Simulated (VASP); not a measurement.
Input of a VASP 6.6.1 run:

INCAR

```
PREC = Accurate
ENCUT = 910
EDIFF = 1E-6
ISMEAR = 0
SIGMA = 0.01
LREAL = F
LASPH = T
NELM = 120
ALGO = Normal
ISIF = 2
LWAVE = F
LCHARG = T
GGA = CA
LELF = T
LVHAR = T
NBANDS = 26
GGA_COMPAT = F
```

KPOINTS

```
Automatic mesh
0
Gamma
  12 12 6
```

File POSCAR:

```
ZnO
1.0
    2.9768608459      0.0000000000      0.0000000000
   -1.4884304230      2.5780371161      0.0000000000
    0.0000000000      0.0000000000      5.1256343879
Zn O
2 2
Direct
    0.0000000000      0.0000000000      0.0000000000
    0.0000000000      0.0000000000      0.5000000000
    0.3333333333      0.6666666667      0.2500000000
    0.6666666667      0.3333333333      0.7500000000
```

Potentials or basis: VASP PAW LDA potentials, release 64 (Zn, O_h).

Command:

```sh
$ cat potpaw_LDA.64/Zn/POTCAR potpaw_LDA.64/O_h/POTCAR > POTCAR
$ mpirun -np 1 vasp_std > vasp.out
```

(1) Predict the pressure.

(2) What does it give for the band gap on the k mesh?

Answers

(1) -6.0 GPa.

(2) 0.71 eV, direct.

Caveat: the cutoff is under 1.25 times the usual one of these potentials, so pressure, stress and relaxed cells hold a basis-set (Pulay) error.
